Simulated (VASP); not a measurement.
# H11C2NO4 in VASP: further runs

Runs on H11C2NO4. Level: PBE+D3(BJ). Tasks: single point.

Program: VASP 6.6.1. These are calculated values, not measurements. Logs are shortened: lines on timing, memory, paths and dates and some standing lists are left out, and cuts for length are marked.

### 1 The cell of the first run

The cell holds an amorphous packing of atoms, 18 atoms: a = 5.915 Å, b = 5.915 Å, c = 5.915 Å, α = 90.00°, β = 90.00°, γ = 90.00°.

### 2 Single point, PBE+D3(BJ)

INCAR reads:

```
SYSTEM = H11C2NO4
ALGO = Normal
EDIFF = 1E-6
ENCUT = 520
GGA = PE
ISIF = 2
ISMEAR = -1
IVDW = 12
LASPH = .True.
LCHARG = .False.
LREAL = Auto
LWAVE = .False.
NBANDS = 39
NELM = 60
PREC = Accurate
SIGMA = 0.05
```

KPOINTS reads:

```
k-points
0
Gamma
  1 1 1
  0 0 0
```

POSCAR reads:

```
H11C2NO4
1.0
    5.9154820000      0.0000000000      0.0000000000
    0.0000000000      5.9154820000      0.0000000000
    0.0000000000      0.0000000000      5.9154820000
O H C N
4 11 2 1
Direct
    0.6647288597      0.5680665481      0.4660780515
    0.4022621682      0.2280803053      0.5365484987
    0.4238592201      0.8320212926      0.7492021202
   -0.0057846573      0.3773861270      0.7427275922
    0.6505730094      0.6203401859      0.3107267632
    0.5664619833      0.4273273454      0.4773867383
    0.4400626416      0.0942470560      0.6319973414
    0.2998544391      0.1576170293      0.4243683361
    0.2671006450      0.7883062403      0.7235478431
    0.5119545945      0.7334225466      0.6440099979
   -0.0944614792      0.4372099622      0.6148330741
    0.1414665736      0.3347757149      0.6785425317
    0.6757820291      0.8396081120      1.0063432655
    0.8955695348      0.9174200063      0.8184129875
    0.9037187678      0.6423137828      0.9480271256
    0.8585322812      0.8219305435      0.9757667680
    0.9867066139      0.9167096249      1.1574179264
    1.0914123754      0.9922472767      1.3049008388
```

Potentials or basis: VASP PAW PBE potentials, release 64 (O, H, C, N).

Launch:

```console
$ cat potpaw_PBE.64/O/POTCAR potpaw_PBE.64/H/POTCAR potpaw_PBE.64/C/POTCAR potpaw_PBE.64/N/POTCAR > POTCAR
$ mpirun -np 1 vasp_gam > vasp.out
```

OUTCAR:

```text
SYSTEM = H11C2NO4
   EDIFF = 1E-6
   ENCUT = 520
   GGA = PE
   ISIF = 2
   ISMEAR = -1
   IVDW = 12
   LASPH = .True.
   LREAL = Auto
   NELM = 60
   PREC = Accurate
 IVDW          = 12

 ion  position               nearest neighbor table
   1  0.665  0.568  0.466-   5 0.97   6 1.02
   2  0.402  0.228  0.537-   8 0.99   7 1.00
   3  0.424  0.832  0.749-   9 0.97  10 1.00
   4  0.994  0.377  0.743-  12 0.98  11 0.99
   5  0.651  0.620  0.311-   1 0.97
   6  0.566  0.427  0.477-   1 1.02
   7  0.440  0.094  0.632-   2 1.00
   8  0.300  0.158  0.424-   2 0.99
   9  0.267  0.788  0.724-   3 0.97
  10  0.512  0.733  0.644-   3 1.00
  11  0.906  0.437  0.615-   4 0.99
  12  0.141  0.335  0.679-   4 0.98
  13  0.676  0.840  0.006-  16 1.10
  14  0.896  0.917  0.818-  16 1.11
  15  0.904  0.642  0.948-  16 1.11
  16  0.859  0.822  0.976-  13 1.10  15 1.11  14 1.11  17 1.43
  17  0.987  0.917  0.157-  18 1.16  16 1.43
  18  0.091  0.992  0.305-  17 1.16

  LATTYP: Found a simple cubic cell.
 ALAT       =     5.9154820000

  Lattice vectors:

 A1 = (   5.9154820000,   0.0000000000,   0.0000000000)
 A2 = (   0.0000000000,   5.9154820000,   0.0000000000)
 A3 = (   0.0000000000,   0.0000000000,   5.9154820000)

Analysis of symmetry for initial positions (statically):
=====================================================================
 Subroutine PRICEL returns:
 Original cell was already a primitive cell.

 Routine SETGRP: Setting up the symmetry group for a
 simple cubic supercell.

 Subroutine GETGRP returns: Found  1 space group operations
 (whereof  1 operations were pure point group operations)
 out of a pool of 48 trial point group operations.

The static configuration has the point symmetry C_1 .

Analysis of symmetry for dynamics (positions and initial velocities):
=====================================================================
 Subroutine PRICEL returns:
 Original cell was already a primitive cell.

 Routine SETGRP: Setting up the symmetry group for a
 simple cubic supercell.

 Subroutine GETGRP returns: Found  1 space group operations
 (whereof  1 operations were pure point group operations)
 out of a pool of 48 trial point group operations.

The dynamic configuration has the point symmetry C_1 .

 Subroutine INISYM returns: Found  1 space group operations
 (whereof  1 operations are pure point group operations),
 and found     1 'primitive' translations

----------------------------------------------------------------------------------------

                                     Primitive cell

  volume of cell :     207.0000

  direct lattice vectors                    reciprocal lattice vectors
     5.915482000  0.000000000  0.000000000     0.169047932  0.000000000  0.000000000
     0.000000000  5.915482000  0.000000000     0.000000000  0.169047932  0.000000000
     0.000000000  0.000000000  5.915482000     0.000000000  0.000000000  0.169047932

  length of vectors
     5.915482000  5.915482000  5.915482000     0.169047932  0.169047932  0.169047932

  position of ions in fractional coordinates (direct lattice)
     0.664728860  0.568066548  0.466078051
     0.402262168  0.228080305  0.536548499
     0.423859220  0.832021293  0.749202120
     0.994215343  0.377386127  0.742727592
     0.650573009  0.620340186  0.310726763
     0.566461983  0.427327345  0.477386738
[... 10 lines left out ...]
     0.986706614  0.916709625  0.157417926
     0.091412375  0.992247277  0.304900839

  ion indices of the primitive-cell ions
   primitive index   ion index
                 1           1
                 2           2
                 3           3
                 4           4
                 5           5
                 6           6
[... 10 lines left out ...]
                17          17
                18          18

----------------------------------------------------------------------------------------

 KPOINTS: k-points

Automatic generation of k-mesh.
 Grid dimensions read from file:
 generate k-points for:    1    1    1

 Generating k-lattice:

  Cartesian coordinates                     Fractional coordinates (reciprocal lattice)
     0.169047932  0.000000000  0.000000000     1.000000000  0.000000000  0.000000000
     0.000000000  0.169047932  0.000000000     0.000000000  1.000000000  0.000000000
     0.000000000  0.000000000  0.169047932     0.000000000  0.000000000  1.000000000

  Length of vectors
     0.169047932  0.169047932  0.169047932

  Shift w.r.t. Gamma in fractional coordinates (k-lattice)
     0.000000000  0.000000000  0.000000000

 Subroutine IBZKPT returns following result:
 ===========================================

 Found      1 irreducible k-points:

 Following reciprocal coordinates:
            Coordinates               Weight
  0.000000  0.000000  0.000000      1.000000
   k-points           NKPTS =      1   k-points in BZ     NKDIM =      1   number of bands    NBANDS=     39
   number of dos      NEDOS =    301   number of ions     NIONS =     18
   total plane-waves  NPLWV = 110592
   dimension x,y,z NGX =    48 NGY =   48 NGZ =   48
   dimension x,y,z NGXF=    96 NGYF=   96 NGZF=   96
   ions per type =               4  11   2   1
   NGX,Y,Z   is equivalent  to a cutoff of  13.49, 13.49, 13.49 a.u.
   NGXF,Y,Z  is equivalent  to a cutoff of  26.98, 26.98, 26.98 a.u.
 SYSTEM =  H11C2NO4
   PREC   = accura    normal or accurate (medium, high low for compatibility)
   ISTART =      0    job   : 0-new  1-cont  2-samecut
   ICHARG =      2    charge: 1-file 2-atom 10-const
   ISPIN  =      1    spin polarized calculation?
   LNONCOLLINEAR =      F non collinear calculations
   LSORBIT =      F    spin-orbit coupling
   LASPH  =      T    aspherical Exc in radial PAW
   ENCUT  =  520.0 eV  38.22 Ry    6.18 a.u.  11.00 11.00 11.00*2*pi/ulx,y,z
   NELM   =     60;   NELMIN=  2; NELMDL= -5     # of ELM steps
   EDIFF  = 0.1E-05   stopping-criterion for ELM
   LREAL  =      T    real-space projection
   EDIFFG = 0.1E-04   stopping-criterion for IOM
   NSW    =      0    number of steps for IOM
   IBRION =     -1    ionic relax: 0-MD 1-quasi-New 2-CG
   NFREE  =      0    steps in history (QN), initial steepest desc. (CG)
   ISIF   =      2    stress and relaxation
   ISYM   =      2    0-nonsym 1-usesym 2-fastsym
   POTIM  = 0.5000    time-step for ionic-motion
   TEBEG  =    0.0;   TEEND  =   0.0 temperature during run
   PSTRESS=    0.0 pullay stress
   NELECT =      48.0000    total number of electrons
   NUPDOWN=      -1.0000    fix difference up-down
   EMIN   =  10.00;   EMAX   =-10.00  energy-range for DOS
   EFERMI =   0.00;   METHOD = LEGACY
   ISMEAR =    -1;   SIGMA  =   0.05  broadening in eV -4-tet -1-fermi 0-gaus
   EFERMI_NEDOS =   21; number of points for ismear=-14 and -15
   IALGO  =     38    algorithm
   IMIX   =      4    mixing-type and parameters
     AMIX     =   0.40;   BMIX     =  1.00
     AMIX_MAG =   1.60;   BMIX_MAG =  1.00
  volume/ion in A,a.u.               =      11.50        77.61
  Fermi-wavevector in a.u.,A,eV,Ry     =   1.005769  1.900629 13.763275  1.011572
  Thomas-Fermi vector in A             =   2.138470
   LORBIT       =      0    0 simple, 1 ext, 2 COOP (PROOUT), +10 PAW based schemes
   GGA     = PE    functional components
   LHFCALC =     F    Hartree Fock is set to
   AEXX    =    0.0000 exact exchange contribution
   IVDW    =    12    specifies the selected vdW correction
   LEPSILON=     F    determine dielectric tensor
   LRPA    =     F    only Hartree local field effects (RPA)
 non-spin polarized calculation
  energy-cutoff  :      520.00
  volume of cell :      207.00
 maximum number of plane-waves:      2749
 NGX is ok and might be reduce to    42
   NGX = 21   NGY = 21   NGZ = 21

 number of electron      48.0000004 magnetization

 Free energy of the ion-electron system (eV)
  ---------------------------------------------------
  ext. energy  EPLUGINS =         0.00000000
  ---------------------------------------------------
  free energy    TOTEN  =       -95.47838631 eV

  energy without entropy =      -95.47838631  energy(sigma->0) =      -95.47838631

 E-fermi :  -2.1791     XC(G=0):  -6.4963

 val. band max:       -3.4695944613   @ k =   0.0000   0.0000   0.0000
 cond. band min:       1.4057928961   @ k =   0.0000   0.0000   0.0000
 fundamental gap:      4.8753873574
 Fermi energy:        -2.1790743293

 k-point     1 :       0.0000    0.0000    0.0000
  band No.  band energies     occupation
      1     -22.6745      2.00000
      2     -22.0384      2.00000
      3     -21.8284      2.00000
      4     -21.2037      2.00000
      5     -19.8882      2.00000
      6     -16.0375      2.00000
[... 28 lines left out ...]
     35       7.2853      0.00000
     36       7.8215      0.00000
 [bands above 36 left out]

------------------------ aborting loop because EDIFF is reached ----------------------------------------

 Edisp (eV)   -0.66481

 E8    (eV) :    -0.1441

  FORCE on cell =-STRESS in cart. coord.  units (eV):
  Direction    XX          YY          ZZ          XY          YZ          ZX
  --------------------------------------------------------------------------------------
  -------------------------------------------------------------------------------------
  Total       0.87436     0.25735     0.56015     0.28997     0.84759     1.31821
  in kB       6.76757     1.99187     4.33558     2.24438     6.56035    10.20294
  external pressure =        4.37 kB  Pullay stress =        0.00 kB

 VOLUME and BASIS-vectors are now :
 -----------------------------------------------------------------------------
  energy-cutoff  :      520.00
  volume of cell :      207.00
      direct lattice vectors                 reciprocal lattice vectors
     5.915482000  0.000000000  0.000000000     0.169047932  0.000000000  0.000000000
     0.000000000  5.915482000  0.000000000     0.000000000  0.169047932  0.000000000
     0.000000000  0.000000000  5.915482000     0.000000000  0.000000000  0.169047932

 POSITION                                       TOTAL-FORCE (eV/Angst)
 -----------------------------------------------------------------------------------
      3.93219      3.36039      2.75708        -0.113975      0.050603     -0.137446
      2.37957      1.34920      3.17394         0.080096      0.134814      0.020244
      2.50733      4.92181      4.43189        -0.254331      0.011661     -0.023712
      5.88126      2.23242      4.39359        -0.065245      0.121964     -0.105069
      3.84845      3.66961      1.83810         0.076070     -0.064324      0.081870
      3.35090      2.52785      2.82397        -0.019599     -0.094693      0.014507
[... 10 lines left out ...]
      5.83685      5.42278      0.93120        -0.208029     -0.168280     -0.363030
      0.54075      5.86962      1.80364         0.224822      0.172384      0.328135
 -----------------------------------------------------------------------------------
    total drift:                               -0.014203      0.000453      0.005843

  FREE ENERGIE OF THE ION-ELECTRON SYSTEM (eV)
  ---------------------------------------------------
  free  energy   TOTEN  =       -96.1431940290 eV

  energy  without entropy=      -96.1431940290  energy(sigma->0) =      -96.14319403
```

Run time: 13 s. Hardware: 1 thread of Intel Xeon 6975P-C (Granite Rapids), shared host; peak memory 0.32 GiB.

Results:

```yaml
Free_energy: -96.1432 eV
Pressure: 0.4 GPa
Largest_force: 0.451 eV/Å
Band_gap_on_the_k_mesh: 4.88 eV
Dispersion_energy_per_atom: -0.037 eV
```

Forces in eV/Å, atoms in the order of the input:
```
O   -0.114  0.051 -0.137
O    0.080  0.135  0.020
O   -0.254  0.012 -0.024
O   -0.065  0.122 -0.105
H    0.076 -0.064  0.082
H   -0.020 -0.095  0.015
H    0.050 -0.043  0.080
H   -0.130 -0.020 -0.083
H    0.030 -0.040  0.017
H    0.089 -0.037 -0.052
H    0.054 -0.048  0.132
H    0.090 -0.065  0.009
H    0.033  0.014 -0.027
H   -0.019  0.016  0.019
H   -0.013  0.063  0.019
C    0.095 -0.006  0.069
C   -0.208 -0.168 -0.363
N    0.225  0.172  0.328
```

Caveat: the k points lie up to 1.06 Å⁻¹ apart.

[end of part 1 of 2]
